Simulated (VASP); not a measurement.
# NbCd3 (Pm-3m) in VASP: a series of runs

NbCd3 is run at these levels: PBEsol; tasks: single point.

Program: VASP 6.6.1. These are calculated values, not measurements. Logs are shortened: lines on timing, memory, paths and dates and some standing lists are left out, and cuts for length are marked.

## 1. The cell of the first run

It takes space group Pm-3m (No. 221, cubic). The conventional cell has a = 4.215 Å, b = 4.215 Å, c = 4.215 Å, α = 90.00°, β = 90.00°, γ = 90.00°. Within 3.9 Å of Nb (site symmetry m-3m) lie 12 Cd at 2.98 Å. Cd (site symmetry 4/mmm) has 4 Nb at 2.98 Å and 8 Cd at 2.98 Å within 3.9 Å.

## 2. Single point, PBEsol

INCAR reads:

```
SYSTEM = NbCd3
ALGO = Fast ; EDIFF = 1E-7
ENCUT = 520 ; GGA = PS
ISIF = 2 ; ISMEAR = 0
LASPH = .True. ; LCHARG = .False.
LREAL = .False. ; LWAVE = .False.
NBANDS = 32 ; NELM = 100
PREC = Accurate ; SIGMA = 0.1
```

KPOINTS reads:

```
k-points
0
Gamma
  10 10 10
  0 0 0
```

POSCAR reads:

```
NbCd3
1.0
    4.2150000000      0.0000000000      0.0000000000
    0.0000000000      4.2150000000      0.0000000000
    0.0000000000      0.0000000000      4.2150000000
Nb Cd
1 3
Direct
    0.0000000000      0.0000000000      0.0000000000
    0.0000000000      0.5000000000      0.5000000000
    0.5000000000      0.0000000000      0.5000000000
    0.5000000000      0.5000000000      0.0000000000
```

Potentials or basis: VASP PAW PBE potentials, release 64 (Nb_sv, Cd).

Run with:

```sh
$ cat potpaw_PBE.64/Nb_sv/POTCAR potpaw_PBE.64/Cd/POTCAR > POTCAR
$ mpirun -np 1 vasp_std > vasp.out
```

OUTCAR:

```text
SYSTEM = NbCd3
   EDIFF = 1E-7
   ENCUT = 520
   GGA = PS
   ISIF = 2
   ISMEAR = 0
   LASPH = .True.
   LREAL = .False.
   NELM = 100
   PREC = Accurate

 ion  position               nearest neighbor table
   1  0.000  0.000  0.000-   2 2.98   3 2.98   4 2.98   2 2.98   3 2.98   2 2.98   4 2.98   2 2.98
                             3 2.98   4 2.98   3 2.98   4 2.98
   2  0.000  0.500  0.500-   1 2.98   3 2.98   4 2.98   1 2.98   4 2.98   1 2.98   3 2.98   1 2.98
                             3 2.98   4 2.98   4 2.98   3 2.98
   3  0.500  0.000  0.500-   1 2.98   2 2.98   4 2.98   1 2.98   4 2.98   2 2.98   4 2.98   4 2.98
                             1 2.98   2 2.98   1 2.98   2 2.98
   4  0.500  0.500  0.000-   1 2.98   2 2.98   3 2.98   2 2.98   3 2.98   1 2.98   3 2.98   3 2.98
                             1 2.98   2 2.98   2 2.98   1 2.98

  LATTYP: Found a simple cubic cell.
 ALAT       =     4.2150000000

  Lattice vectors:

 A1 = (   4.2150000000,   0.0000000000,   0.0000000000)
 A2 = (   0.0000000000,   4.2150000000,   0.0000000000)
 A3 = (   0.0000000000,   0.0000000000,   4.2150000000)

Analysis of symmetry for initial positions (statically):
=====================================================================
 Subroutine PRICEL returns:
 Original cell was already a primitive cell.

 Routine SETGRP: Setting up the symmetry group for a
 simple cubic supercell.

 Subroutine GETGRP returns: Found 48 space group operations
 (whereof 48 operations were pure point group operations)
 out of a pool of 48 trial point group operations.

The static configuration has the point symmetry O_h .

Analysis of symmetry for dynamics (positions and initial velocities):
=====================================================================
 Subroutine PRICEL returns:
 Original cell was already a primitive cell.

 Routine SETGRP: Setting up the symmetry group for a
 simple cubic supercell.

 Subroutine GETGRP returns: Found 48 space group operations
 (whereof 48 operations were pure point group operations)
 out of a pool of 48 trial point group operations.

The dynamic configuration has the point symmetry O_h .

 Subroutine INISYM returns: Found 48 space group operations
 (whereof 48 operations are pure point group operations),
 and found     1 'primitive' translations

----------------------------------------------------------------------------------------

                                     Primitive cell

  volume of cell :      74.8846

  direct lattice vectors                    reciprocal lattice vectors
     4.215000000  0.000000000  0.000000000     0.237247924  0.000000000  0.000000000
     0.000000000  4.215000000  0.000000000     0.000000000  0.237247924  0.000000000
     0.000000000  0.000000000  4.215000000     0.000000000  0.000000000  0.237247924

  length of vectors
     4.215000000  4.215000000  4.215000000     0.237247924  0.237247924  0.237247924

  position of ions in fractional coordinates (direct lattice)
     0.000000000  0.000000000  0.000000000
     0.000000000  0.500000000  0.500000000
     0.500000000  0.000000000  0.500000000
     0.500000000  0.500000000  0.000000000

  ion indices of the primitive-cell ions
   primitive index   ion index
                 1           1
                 2           2
                 3           3
                 4           4

----------------------------------------------------------------------------------------

 KPOINTS: k-points

Automatic generation of k-mesh.
 Grid dimensions read from file:
 generate k-points for:   10   10   10

 Generating k-lattice:

  Cartesian coordinates                     Fractional coordinates (reciprocal lattice)
     0.023724792  0.000000000  0.000000000     0.100000000  0.000000000  0.000000000
     0.000000000  0.023724792  0.000000000     0.000000000  0.100000000  0.000000000
     0.000000000  0.000000000  0.023724792     0.000000000  0.000000000  0.100000000

  Length of vectors
     0.023724792  0.023724792  0.023724792

  Shift w.r.t. Gamma in fractional coordinates (k-lattice)
     0.000000000  0.000000000  0.000000000

 Subroutine IBZKPT returns following result:
 ===========================================

 Found     56 irreducible k-points:

 Following reciprocal coordinates:
            Coordinates               Weight
  0.000000  0.000000  0.000000      1.000000
  0.100000  0.000000  0.000000      6.000000
  0.200000  0.000000  0.000000      6.000000
  0.300000  0.000000  0.000000      6.000000
  0.400000  0.000000  0.000000      6.000000
  0.500000  0.000000  0.000000      3.000000
[... 16 lines left out ...]
  0.200000  0.100000  0.100000     24.000000
  0.300000  0.100000  0.100000     24.000000
 [... further k-points ...]
   k-points           NKPTS =     56   k-points in BZ     NKDIM =     56   number of bands    NBANDS=     32
   number of dos      NEDOS =    301   number of ions     NIONS =      4
   total plane-waves  NPLWV =  32768
   dimension x,y,z NGX =    32 NGY =   32 NGZ =   32
   dimension x,y,z NGXF=    64 NGYF=   64 NGZF=   64
   ions per type =               1   3
   NGX,Y,Z   is equivalent  to a cutoff of  12.62, 12.62, 12.62 a.u.
   NGXF,Y,Z  is equivalent  to a cutoff of  25.24, 25.24, 25.24 a.u.
 SYSTEM =  NbCd3
   PREC   = accura    normal or accurate (medium, high low for compatibility)
   ISTART =      0    job   : 0-new  1-cont  2-samecut
   ICHARG =      2    charge: 1-file 2-atom 10-const
   ISPIN  =      1    spin polarized calculation?
   LNONCOLLINEAR =      F non collinear calculations
   LSORBIT =      F    spin-orbit coupling
   LASPH  =      T    aspherical Exc in radial PAW
   ENCUT  =  520.0 eV  38.22 Ry    6.18 a.u.   7.84  7.84  7.84*2*pi/ulx,y,z
   NELM   =    100;   NELMIN=  2; NELMDL= -5     # of ELM steps
   EDIFF  = 0.1E-06   stopping-criterion for ELM
   LREAL  =      F    real-space projection
   EDIFFG = 0.1E-05   stopping-criterion for IOM
   NSW    =      0    number of steps for IOM
   IBRION =     -1    ionic relax: 0-MD 1-quasi-New 2-CG
   NFREE  =      0    steps in history (QN), initial steepest desc. (CG)
   ISIF   =      2    stress and relaxation
   ISYM   =      2    0-nonsym 1-usesym 2-fastsym
   POTIM  = 0.5000    time-step for ionic-motion
   TEBEG  =    0.0;   TEEND  =   0.0 temperature during run
   PSTRESS=    0.0 pullay stress
   NELECT =      49.0000    total number of electrons
   NUPDOWN=      -1.0000    fix difference up-down
   EMIN   =  10.00;   EMAX   =-10.00  energy-range for DOS
   EFERMI =   0.00;   METHOD = LEGACY
   ISMEAR =     0;   SIGMA  =   0.10  broadening in eV -4-tet -1-fermi 0-gaus
   EFERMI_NEDOS =   21; number of points for ismear=-14 and -15
   IALGO  =     68    algorithm
   IMIX   =      4    mixing-type and parameters
     AMIX     =   0.40;   BMIX     =  1.00
     AMIX_MAG =   1.60;   BMIX_MAG =  1.00
  volume/ion in A,a.u.               =      18.72       126.34
  Fermi-wavevector in a.u.,A,eV,Ry     =   1.421268  2.685807 27.483802  2.020002
  Thomas-Fermi vector in A             =   2.542096
   LORBIT       =      0    0 simple, 1 ext, 2 COOP (PROOUT), +10 PAW based schemes
   GGA     = PS    functional components
   LHFCALC =     F    Hartree Fock is set to
   AEXX    =    0.0000 exact exchange contribution
   IVDW    =     0    specifies the selected vdW correction
   LEPSILON=     F    determine dielectric tensor
   LRPA    =     F    only Hartree local field effects (RPA)
 non-spin polarized calculation
 RMM-DIIS sequential band-by-band and
 Gauss-broadening in eV      SIGMA  =   0.10
  energy-cutoff  :      520.00
  volume of cell :       74.88
 maximum number of plane-waves:      2040
 NGX is ok and might be reduce to    32
   NGX = 15   NGY = 15   NGZ = 15

 number of electron      49.0000040 magnetization

 Free energy of the ion-electron system (eV)
  ---------------------------------------------------
  ext. energy  EPLUGINS =         0.00000000
  ---------------------------------------------------
  free energy    TOTEN  =       -14.12681977 eV

  energy without entropy =      -14.11975910  energy(sigma->0) =      -14.12328944

 E-fermi :   5.0605     XC(G=0): -12.1212

 val. band max:        5.0170883522   @ k =   0.1000   0.1000   0.0000
 cond. band min:       5.0943410578   @ k =   0.3000   0.3000   0.1000
 fundamental gap:      0.0772527057
 Fermi energy:         5.0605459753

 k-point     1 :       0.0000    0.0000    0.0000
  band No.  band energies     occupation
      1     -49.7081      2.00000
      2     -25.7948      2.00000
      3     -25.7948      2.00000
      4     -25.7948      2.00000
      5      -4.5946      2.00000
      6      -4.3509      2.00000
[... 24 lines left out ...]
     31      11.0400      0.00000
     32      12.7086      0.00000

 k-point     2 :       0.1000    0.0000    0.0000
  band No.  band energies     occupation
      1     -49.7081      2.00000
      2     -25.7970      2.00000
      3     -25.7949      2.00000
      4     -25.7949      2.00000
      5      -4.5567      2.00000
      6      -4.3365      2.00000
[... 24 lines left out ...]
     31      11.4765      0.00000
     32      12.7820      0.00000

 k-point     3 :       0.2000    0.0000    0.0000
  band No.  band energies     occupation
      1     -49.7079      2.00000
      2     -25.8029      2.00000
      3     -25.7951      2.00000
      4     -25.7951      2.00000
      5      -4.4512      2.00000
      6      -4.2964      2.00000
[... 24 lines left out ...]
     31      12.6939      0.00000
     32      12.7005      0.00000

 k-point     4 :       0.3000    0.0000    0.0000
  band No.  band energies     occupation
      1     -49.7076      2.00000
      2     -25.8102      2.00000
      3     -25.7955      2.00000
      4     -25.7955      2.00000
      5      -4.3016      2.00000
      6      -4.2411      2.00000
[... 24 lines left out ...]
     31      12.0338      0.00000
     32      12.0338      0.00000

 k-point     5 :       0.4000    0.0000    0.0000
  band No.  band energies     occupation
      1     -49.7074      2.00000
      2     -25.8161      2.00000
      3     -25.7958      2.00000
      4     -25.7958      2.00000
      5      -4.1899      2.00000
      6      -4.1532      2.00000
[... 584 lines left out ...]
     31      11.5931      0.00000
     32      12.2290      0.00000

 k-point    22 :       0.1000    0.1000    0.1000
  band No.  band energies     occupation
      1     -49.7079      2.00000
      2     -25.7980      2.00000
      3     -25.7967      2.00000
      4     -25.7967      2.00000
      5      -4.4898      2.00000
      6      -4.2869      2.00000
[... 24 lines left out ...]
     31      11.5114      0.00000
     32      13.0785      0.00000

 k-point    23 :       0.2000    0.1000    0.1000
  band No.  band energies     occupation
      1     -49.7077      2.00000
      2     -25.8030      2.00000
      3     -25.7975      2.00000
      4     -25.7968      2.00000
      5      -4.4007      2.00000
      6      -4.2390      2.00000
[... 24 lines left out ...]
     31      11.8884      0.00000
     32      12.7678      0.00000

 k-point    24 :       0.3000    0.1000    0.1000
  band No.  band energies     occupation
      1     -49.7075      2.00000
      2     -25.8099      2.00000
      3     -25.7978      2.00000
      4     -25.7970      2.00000
      5      -4.2733      2.00000
      6      -4.1775      2.00000
[... 24 lines left out ...]
     31      11.7267      0.00000
     32      12.1863      0.00000

 [... further k-points ...]

------------------------ aborting loop because EDIFF is reached ----------------------------------------

  FORCE on cell =-STRESS in cart. coord.  units (eV):
  Direction    XX          YY          ZZ          XY          YZ          ZX
  --------------------------------------------------------------------------------------
  -------------------------------------------------------------------------------------
  Total        0.8741397      0.8741397      0.8741397      0.0000000      0.0000000     -0.0000000
  in kB       18.7024571     18.7024571     18.7024571      0.0000000      0.0000000     -0.0000000
  external PRESSURE =      18.7024571 kB  Pullay stress =       0.0000000 kB

 VOLUME and BASIS-vectors are now :
 -----------------------------------------------------------------------------
  energy-cutoff  :      520.00
  volume of cell :       74.88
      direct lattice vectors                 reciprocal lattice vectors
     4.215000000  0.000000000  0.000000000     0.237247924  0.000000000  0.000000000
     0.000000000  4.215000000  0.000000000     0.000000000  0.237247924  0.000000000
     0.000000000  0.000000000  4.215000000     0.000000000  0.000000000  0.237247924

 POSITION                                       TOTAL-FORCE (eV/Angst)
 -----------------------------------------------------------------------------------
      0.00000      0.00000      0.00000         0.000000      0.000000      0.000000
      0.00000      2.10750      2.10750         0.000000      0.000000      0.000000
      2.10750      0.00000      2.10750         0.000000      0.000000      0.000000
      2.10750      2.10750      0.00000         0.000000      0.000000      0.000000
 -----------------------------------------------------------------------------------
    total drift:                                0.000000     -0.000000     -0.000000

  FREE ENERGIE OF THE ION-ELECTRON SYSTEM (eV)
  ---------------------------------------------------
  free  energy   TOTEN  =       -14.1268197724 eV

  energy  without entropy=      -14.1197591031  energy(sigma->0) =      -14.12328944
```

It took 98 s on 1 thread of AMD EPYC 9R45 (Zen 5), shared host; peak memory 0.22 GiB.

What came out:

| Quantity | Value |
| --- | --- |
| Free energy | -14.1268 eV |
| Pressure | 1.9 GPa |
| Band gap on the k mesh | zero (an odd number of electrons rules out a gap without spin polarisation) |

Levels at points of the mesh, in eV from the Fermi level:
| k point | band 22 | band 23 | band 24 | band 25 | band 26 | band 27 |
| --- | --- | --- | --- | --- | --- | --- |
| (0.00, 0.00, 0.00) | -0.90 | 0.22 | 0.22 | 0.22 | 1.32 | 1.32 |
| (0.50, 0.00, 0.00) | -0.88 | -0.88 | -0.78 | 1.08 | 1.24 | 3.30 |
| (0.50, 0.50, 0.00) | -3.16 | -3.16 | -0.30 | -0.30 | 1.18 | 1.88 |
| (0.50, 0.50, 0.50) | -2.38 | -2.38 | -1.19 | -1.19 | -1.19 | 1.57 |

Caveat: the PAW data sets were made with another functional, which shifts forces and pressure a little.

## 3. Single point, PBEsol

INCAR reads:

```
SYSTEM = NbCd3
  PREC = Accurate
  ENCUT = 520
  EDIFF = 1E-6
  ISMEAR = 0
  SIGMA = 0.1
  LREAL = .FALSE.
  LASPH = .TRUE.
  NELM = 100
  ALGO = Fast
  ISIF = 2
  LWAVE = .FALSE.
  LCHARG = .FALSE.
  GGA = PS
  NBANDS = 32
```

KPOINTS reads:

```
Automatic mesh
0
G
  10 10 10
  0 0 0
```

POSCAR is that of step 2.

Potentials or basis: VASP PAW PBE potentials, release 64 (Nb_sv, Cd).

Run with:

```sh
$ cat potpaw_PBE.64/Nb_sv/POTCAR potpaw_PBE.64/Cd/POTCAR > POTCAR
$ mpirun -np 1 vasp_std > vasp.out
```

Wall time 79 s (1 thread of AMD EPYC 9R45 (Zen 5), shared host); peak memory 0.22 GiB.

It converged, with:

| Property | Result |
| --- | --- |
| Free energy | -14.1268 eV |
| Pressure | 1.9 GPa |
| Band gap on the k mesh | zero (an odd number of electrons rules out a gap without spin polarisation) |

Levels at points of the mesh, in eV from the Fermi level:
| k point | band 20 | band 21 | band 22 | band 23 | band 24 | band 25 | band 26 | band 27 | band 28 | band 29 |
| --- | --- | --- | --- | --- | --- | --- | --- | --- | --- | --- |
| (0.00, 0.00, 0.00) | -7.47 | -0.90 | -0.90 | 0.22 | 0.22 | 0.22 | 1.32 | 1.32 | 1.32 | 5.57 |
| (0.50, 0.00, 0.00) | -6.19 | -5.93 | -0.88 | -0.88 | -0.78 | 1.08 | 1.24 | 3.30 | 4.29 | 4.29 |
| (0.50, 0.50, 0.00) | -5.25 | -3.17 | -3.16 | -3.16 | -0.30 | -0.30 | 1.18 | 1.88 | 2.23 | 5.67 |
| (0.50, 0.50, 0.50) | -2.39 | -2.38 | -2.38 | -2.38 | -1.19 | -1.19 | -1.19 | 1.57 | 1.57 | 3.79 |

Caveat: the PAW data sets were made with another functional, which shifts forces and pressure a little.

[end of part 1 of 2]
